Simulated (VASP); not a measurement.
Runs of VASP 6.6.1 on Pt. The structure is that of space group P6_3/mmc (No. 194), or close to it. The cells are those of the table. This isn't the form of Pt at room conditions, which is fcc.

```csv
task,level,potentials or basis,spin,cell,k mesh,smearing,grid for exact exchange (PRECFOCK),share of exact exchange,screening parameter,gap on the mesh (eV),pressure (GPa)
single point,PBEsol,"VASP PAW PBE potentials, release 64 (Pt)",off,"a = 2.732, b = 2.732, c = 4.685 Å, angles 90.0, 90.0, 120.0°, 2 atoms",11 × 11 × 6,fermi-dirac 0.05 eV,-,-,-,none,-0.4
single point,PBEsol,"VASP PAW PBE potentials, release 64 (Pt)",off,"a = 2.706, b = 2.706, c = 4.621 Å, angles 90.0, 90.0, 120.0°, 2 atoms",11 × 11 × 6,fermi-dirac 0.05 eV,-,-,-,none,9.6
single point,r2SCAN,"VASP PAW PBE potentials, release 64 (Pt)",off,"a = 2.761, b = 2.761, c = 4.792 Å, angles 90.0, 90.0, 120.0°, 2 atoms",6 × 6 × 3,fermi-dirac 0.05 eV,-,-,-,none,(b)
single point,HSE06,"VASP PAW PBE potentials, release 64 (Pt)",off,"a = 2.723, b = 2.723, c = 4.727 Å, angles 90.0, 90.0, 120.0°, 2 atoms",6 × 6 × 4,fermi-dirac 0.05 eV,Normal,0.25,0.2079 1/Å,none,(a)
single point,B3LYP,"VASP PAW PBE potentials, release 64 (Pt)",off,"a = 2.761, b = 2.761, c = 4.792 Å, angles 90.0, 90.0, 120.0°, 2 atoms",6 × 6 × 3,fermi-dirac 0.05 eV,Normal,0.2,-,none,4.4
single point,HSE06,"VASP PAW PBE potentials, release 64 (Pt)",off,"a = 2.761, b = 2.761, c = 4.792 Å, angles 90.0, 90.0, 120.0°, 2 atoms",6 × 6 × 3,gaussian 0.1 eV,Normal,0.25,0.2079 1/Å,none,-10.2
electric field gradients,PBE,"VASP PAW PBE potentials, release 64 (Pt)","non-collinear, typed start, SOC","a = 2.761, b = 2.761, c = 4.792 Å, angles 90.0, 90.0, 120.0°, 2 atoms",11 × 11 × 6,fermi-dirac 0.01 eV,-,-,-,-,-0.4
single point,LDA,"VASP PAW LDA potentials, release 64 (Pt)",off,"a = 2.815, b = 2.815, c = 4.886 Å, angles 90.0, 90.0, 120.0°, 2 atoms",11 × 11 × 6,fermi-dirac 0.05 eV,-,-,-,none,-25.6
```

Alike in all rows: cutoff (eV) 520.

Problem. Estimate the missing entries.

Solution. (a) 0.6; (b) -7.1.

Caveats: some runs use coarse meshes; spin-orbit coupling is left out, which moves the levels of the heavy elements (at least some runs); the PAW data sets were made with another functional, which shifts forces and pressure a little (at least some runs); the cell stands under pressure (at least some runs); the cell stands under tension (at least some runs).

A k mesh can miss the band edges, and rows without SOC leave out spin-orbit coupling on Pt.

A gap of «none» marks levels without a gap at the run's occupations.
